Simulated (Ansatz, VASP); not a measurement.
## MgGeSb2 in VASP and in Ansatz

```
Mg Sb Ge
1.0
     4.40241    0.00000    0.00000
     0.00000    4.40241    0.00000
     0.00000    0.00000    6.49518
Mg Sb Ge
1 2 1
Direct
  0.00000 0.00000 0.00000
  0.00000 0.50000 0.26075
  0.50000 0.00000 0.73925
  0.50000 0.50000 0.50000
```

Alike in both runs: task single point; functional LDA; k mesh 6 × 6 × 4; occupations fermi-dirac, width 0.02 eV; no spin polarisation.

|  | VASP | Ansatz |
| --- | --- | --- |
| version | VASP 6.6.1 | Ansatz 0.2.0 |
| potentials or method | VASP PAW LDA potentials, release 64 (Mg, Sb, Ge_d) | plane waves, PAW |
| plane-wave cutoff (eV) | 520 | 420 |
| valence electrons in the cell | 26 | 54 |

|  | VASP | Ansatz | Ansatz less VASP |
| --- | --- | --- | --- |
| pressure (GPa) | -1.7 | -1.7 | -0.01 |
| rms of the force components (eV/Å) | 0.001 | 0.009 | +0.0088 |

LDA's correlation is that of Perdew and Zunger in VASP and of Perdew and Wang (1992) in Ansatz. VASP's potentials hold 26 valence electrons a cell and Ansatz's 54, so a difference there can come from the potentials and not from the codes.

Spin-orbit coupling is off throughout.
